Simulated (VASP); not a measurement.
Wanted: the native input for a VASP 6.6.1 run.

```
Task                   : single point
Functional             : PBEsol
Dispersion             : D3(BJ)
Potentials or basis    : VASP PAW PBE potentials, release 64 (C)
Cutoff                 : 520 eV
k mesh                 : 13 × 13 × 13
Occupations            : fermi-dirac, width 0.05 eV
Spin                   : no spin polarisation
Dipole correction      : no
Further INCAR settings : ALGO = Normal; EDIFF = 1e-06; NBANDS = 11
```

The structure of C lies in POSCAR:

```
C
1.0
    0.0000000000      1.7730605949      1.7730605949
    1.7730605949      0.0000000000      1.7730605949
    1.7730605949      1.7730605949      0.0000000000
C
2
Direct
    0.7500000000      0.7500000000      0.7500000000
    0.5000000000      0.5000000000      0.5000000000
```

One way to write it, as run:

INCAR

```
SYSTEM = C
PREC = Accurate ; ENCUT = 520
EDIFF = 1E-6 ; ISMEAR = -1
SIGMA = 0.05 ; LREAL = .FALSE.
LASPH = .TRUE. ; NELM = 60
ALGO = Normal ; ISIF = 2
LWAVE = .FALSE. ; LCHARG = .FALSE.
GGA = PS ; IVDW = 12
NBANDS = 11
```

KPOINTS

```
Automatic mesh
0
G
  13 13 13
  0 0 0
```

Potentials or basis: VASP PAW PBE potentials, release 64 (C).

Launch:

```bash
$ cat potpaw_PBE.64/C/POTCAR > POTCAR
$ mpirun -np 1 vasp_std > vasp.out
```

It gave:

```
Pressure                   : 0.2 GPa
Band gap on the k mesh     : 4.05 eV, indirect (least direct gap 5.59 eV)
Dispersion energy per atom : -0.132 eV
```

Caveat: three body term missing; the PAW data sets were made with another functional, which shifts forces and pressure a little.

It took 16 s on 1 thread of Intel Xeon 8259CL, on a shared host, peak memory 0.13 GiB.
